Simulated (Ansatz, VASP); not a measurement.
# Be16CO: VASP beside Ansatz

```xyz
18
Lattice="4.5254 0.0000 0.0000 -2.2627 3.9191 0.0000 0.0000 0.0000 23.4762" Properties=species:S:1:pos:R:3 pbc="T T T"
Be    1.1314    0.6532    4.0000
Be    0.0000    2.6128    4.0000
Be    3.3941    0.6532    4.0000
Be    2.2627    2.6128    4.0000
Be    0.0000    1.3064    5.7834
Be   -1.1314    3.2660    5.7834
Be    2.2627    1.3064    5.7834
Be    1.1314    3.2660    5.7834
Be    1.1314    0.6532    7.6108
Be    0.0000    2.6128    7.6108
Be    3.3941    0.6532    7.6108
Be    2.2627    2.6128    7.6108
Be    0.0000    1.3064    9.4762
Be   -1.1314    3.2660    9.4762
Be    2.2627    1.3064    9.4762
Be    1.1314    3.2660    9.4762
C     0.0000    1.3064   11.5962
O     0.0000    1.3064   12.7562
```

Alike in both runs: task single point; functional PBE; k mesh 6 × 6 × 1; occupations gaussian, width 0.1 eV; no spin polarisation.

|  | VASP | Ansatz |
| --- | --- | --- |
| version | VASP 6.6.1 | Ansatz 0.2.0 |
| potentials or method | VASP PAW PBE potentials, release 64 (Be, C, O), cutoff 520 eV | scalar-relativistic, plane waves, PAW |
| valence electrons in the cell | 42 | 42 |

|  | VASP | Ansatz | Ansatz less VASP |
| --- | --- | --- | --- |
| gap on the k mesh at the Fermi level (eV) | none | none | - |
| rms of the force components (eV/Å) | 0.335 | 0.367 | +0.0317 |

Atom by atom the forces differ by 0.154 eV/Å (rms over components). A gap of «none» marks a metal or a gap that the smearing closes.

Noted on VASP's run: the standard files for N, O and F lose accuracy on very short bonds.
